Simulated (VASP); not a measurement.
## AlGa3P4: single point with PBE

The system is AlGa3P4.

```
Al Ga P
1.0
     3.81783    0.00000    0.00000
     0.00000    3.81486    5.38994
     0.00000   -3.81486    5.38994
Al Ga P
1 3 4
Direct
  0.00000 0.00026 0.00026
  0.50000 0.00015 0.49989
  0.50000 0.49989 0.00015
  0.00000 0.49985 0.49985
  0.50000 0.12443 0.12443
  0.00000 0.12467 0.62581
  0.00000 0.62581 0.12467
  0.50000 0.62493 0.62493
```

```json
{
 "Program": "VASP 6.6.1",
 "Task": "single point",
 "Functional": "PBE",
 "Potentials or basis": "VASP PAW PBE potentials, release 64 (Al, Ga_d, P)",
 "Cutoff": "520 eV",
 "k mesh": "6 × 4 × 4",
 "Occupations": "gaussian, width 0.01 eV",
 "Spin": "no spin polarisation",
 "Dipole correction": "no",
 "Further INCAR settings": "ALGO = Normal; EDIFF = 1e-06; NBANDS = 41"
}
```

| Quantity | Value |
| --- | --- |
| Pressure | 5.5 GPa |
| Largest force | 0.023 eV/Å |
| Band gap on the k mesh | 1.52 eV (least direct gap 1.58 eV) |

Forces in eV/Å, atoms in the order of the input:
```
Al   0.000  0.000  0.000
Ga   0.000 -0.002  0.001
Ga   0.000  0.002  0.001
Ga   0.000  0.000  0.003
P    0.000  0.000  0.023
P    0.000  0.015 -0.013
P    0.000 -0.015 -0.013
P    0.000  0.000 -0.002
```

Levels at points of the mesh, in eV from the valence-band top:
| k point | band 28 | band 29 | band 30 | band 31 | band 32 | band 33 | band 34 | band 35 |
| --- | --- | --- | --- | --- | --- | --- | --- | --- |
| (0.00, 0.00, 0.00) | -1.04 | -0.01 | -0.01 | 0.00 | 1.58 | 1.78 | 1.82 | 2.06 |
| (0.50, 0.00, 0.00) | -3.38 | -3.36 | -1.17 | -1.15 | 3.33 | 3.35 | 4.59 | 4.59 |
| (0.00, 0.50, 0.00) | -0.72 | -0.72 | -0.56 | -0.55 | 2.36 | 2.40 | 2.54 | 2.84 |
| (0.50, 0.50, 0.00) | -2.04 | -1.99 | -1.96 | -1.94 | 2.24 | 2.55 | 2.57 | 2.76 |
| (0.00, 0.50, 0.50) | -1.59 | -1.58 | -1.17 | -1.15 | 2.20 | 2.38 | 3.34 | 3.41 |
| (0.50, 0.50, 0.50) | -1.10 | -1.08 | -1.04 | -1.04 | 1.53 | 1.57 | 1.68 | 1.85 |

Run time: 5.1 min on 1 thread of Intel Xeon 8259CL, on a shared host, peak memory 0.33 GiB.

Caveat: the cell stands under pressure. A k mesh can miss the band edges.
